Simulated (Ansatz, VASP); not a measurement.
## As in VASP and in Ansatz

```xyz
2
Lattice="3.5002 0.0000 0.0000 -1.7501 3.0931 0.0000 0.0000 0.0000 28.5742" Properties=species:S:1:pos:R:3 pbc="T T T"
As    0.0000    2.0660   13.5833
As    1.7501    1.0271   14.9909
```

Change from the starting cell: strain along x -0.020, atoms relaxed.

Alike in both runs: functional PBE; dispersion D3(BJ); k mesh 9 × 9 × 1; occupations gaussian, width 0.02 eV; no spin polarisation.

Ansatz relaxed the structure, and its values are those at the end. VASP's run is a single point on that final structure, the one shown.

```csv
,VASP,Ansatz
version,VASP 6.6.1,Ansatz 0.2.0
potentials or method,"VASP PAW PBE potentials, release 64 (As_d), cutoff 400 eV","scalar-relativistic, plane waves, PAW"
valence electrons in the cell,30,30
```

|  | VASP | Ansatz | Ansatz less VASP |
| --- | --- | --- | --- |
| gap on the k mesh at the Fermi level (eV) | 1.30 | 1.29 | -0.005 |
| least direct gap on the mesh (eV) | 2.02 | 2.02 | +0.003 |
| rms of the force components (eV/Å) | 0.013 | 0.005 | -0.0073 |

Ansatz's warnings: stress scf threshold loose.
